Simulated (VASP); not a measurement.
Set up this calculation in VASP 6.6.1, as the native input.

```yaml
Task: single point
Functional: PBE-based screened hybrid with 20 % exact exchange
Potentials_or_basis: VASP PAW PBE potentials, release 64 (Pt, Se)
Cutoff: 400 eV
k_mesh: 4 × 4 × 4
Occupations: fermi-dirac, width 0.05 eV
Spin: no spin polarisation
Dipole_correction: no
Grid_for_exact_exchange_PRECFOCK: Normal
Share_of_exact_exchange: 0.2
Further_INCAR_settings: ALGO = Normal; EDIFF = 1e-06; NBANDS = 15
Screening_parameter: 0.2 1/Å
```

Crystal: PtSe.

```
CELL_PARAMETERS angstrom
3.70187 0.00000 0.00000
-1.85094 3.20591 0.00000
0.00000 0.00000 3.61284
ATOMIC_POSITIONS crystal
Pt 0.00000 0.00000 0.00000
Se 0.66667 0.33333 0.50000
```

One way to write it, as run:

POSCAR

```
PtSe
1.0
    3.7018703300      0.0000000000      0.0000000000
   -1.8509351600      3.2059137500      0.0000000000
    0.0000000000      0.0000000000      3.6128420300
Pt Se
1 1
Direct
    0.0000000000      0.0000000000      0.0000000000
    0.6666666667      0.3333333333      0.5000000000
```

INCAR.step1

```
SYSTEM = PtSe
ALGO     = Normal         ! electronic algorithm
EDIFF    = 1E-5           ! SCF threshold, eV
ENCUT    = 400            ! plane-wave cutoff, eV
GGA      = PE             ! functional
GGA_COMPAT= .FALSE.      
ISIF     = 2              ! what is computed and relaxed
ISMEAR   = -1             ! smearing method
LASPH    = .TRUE.         ! aspherical terms in the spheres
LCHARG   = .FALSE.        ! write CHGCAR
LREAL    = .FALSE.        ! projectors in reciprocal space
LWAVE    = .TRUE.         ! write WAVECAR
NBANDS   = 15             ! bands
NELM     = 120            ! most SCF steps
PREC     = Accurate       ! precision mode
SIGMA    = 0.05           ! smearing width, eV
```

INCAR.step2

```
SYSTEM = PtSe
AEXX     = 0.2            ! exact-exchange fraction
ALGO     = Normal         ! electronic algorithm
EDIFF    = 1E-6           ! SCF threshold, eV
ENCUT    = 400            ! plane-wave cutoff, eV
GGA      = PE             ! functional
GGA_COMPAT= .FALSE.      
HFSCREEN = 0.2            ! screening, 1/A
ISIF     = 2              ! what is computed and relaxed
ISMEAR   = -1             ! smearing method
ISTART   = 1            
LASPH    = .TRUE.         ! aspherical terms in the spheres
LCHARG   = .FALSE.        ! write CHGCAR
LHFCALC  = .TRUE.         ! exact exchange
LREAL    = .FALSE.        ! projectors in reciprocal space
LWAVE    = .FALSE.        ! write WAVECAR
NBANDS   = 15             ! bands
NELM     = 120            ! most SCF steps
PREC     = Accurate       ! precision mode
PRECFOCK = Normal       
SIGMA    = 0.05           ! smearing width, eV
```

KPOINTS

```
k-points
0
G
  4 4 4
  0 0 0
```

Potentials or basis: VASP PAW PBE potentials, release 64 (Pt, Se).

Command:

```console
$ cat potpaw_PBE.64/Pt/POTCAR potpaw_PBE.64/Se/POTCAR > POTCAR
$ cp INCAR.step1 INCAR
$ mpirun -np 1 vasp_std > vasp.out
$ cp INCAR.step2 INCAR
$ mpirun -np 1 vasp_std > vasp.out
```

It gave:

```yaml
Pressure: -14.9 GPa
Band_gap_on_the_k_mesh: zero (bands 8 and 9 overlap by 0.76 eV)
```

Caveat: the k points lie up to 0.49 Å⁻¹ apart, too coarse for converged energies and pressures of a metal; the PAW data sets were made with another functional, which shifts forces and pressure a little; spin-orbit coupling is left out, which moves the levels of the heavy elements.

It took 6.4 min on 1 thread of Intel(R) Xeon(R) Platinum 8488C (Sapphire Rapids) (shared host), peak memory 0.25 GiB.
